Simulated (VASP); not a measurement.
A run of VASP 6.6.1 is set up as follows.

INCAR

```
PREC = Accurate
ENCUT = 520
EDIFF = 1E-6
ISMEAR = -1
SIGMA = 0.1
LREAL = F
LASPH = T
NELM = 60
ALGO = Normal
ISIF = 2
LWAVE = F
LCHARG = T
LDIPOL = T
IDIPOL = 3
DIPOL = 0.5 0.5 0.500
GGA = PE
LELF = T
LVHAR = T
LVACPOTAV = T
NBANDS = 36
```

The input KPOINTS:

```
Automatic mesh
0
Gamma
  15 15 1
```

POSCAR

```
ZnCu4
1.0
    2.5665139635      0.0000000000      0.0000000000
   -1.2832569818      2.2226662916      0.0000000000
    0.0000000000      0.0000000000     24.3822000000
Cu Zn
4 1
Direct
    0.8333333333      0.1666666667      0.3289492305
    0.1666666667      0.8333333333      0.4141867610
    0.8333333333      0.1666666667      0.5858132363
    0.1666666667      0.8333333333      0.6710507761
    0.5000000000      0.5000000000      0.4999999962
```

Potentials or basis: VASP PAW PBE potentials, release 64 (Cu, Zn).

Command:

```console
$ cat potpaw_PBE.64/Cu/POTCAR potpaw_PBE.64/Zn/POTCAR > POTCAR
$ mpirun -np 1 vasp_std > vasp.out
```

Question: Estimate the band gap on the k mesh.

Answer: Zero (band 28 reaches 2.42 eV, above the bottom of band 29 at -1.44 eV).

Question: Estimate the largest force.

Answer: 0.300 eV/Å.

Forces in eV/Å, atoms in the order of the input:
```
Cu   0.000  0.000 -0.019
Cu   0.000  0.000 -0.300
Cu   0.000  0.000  0.300
Cu   0.000  0.000  0.019
Zn   0.000  0.000  0.000
```
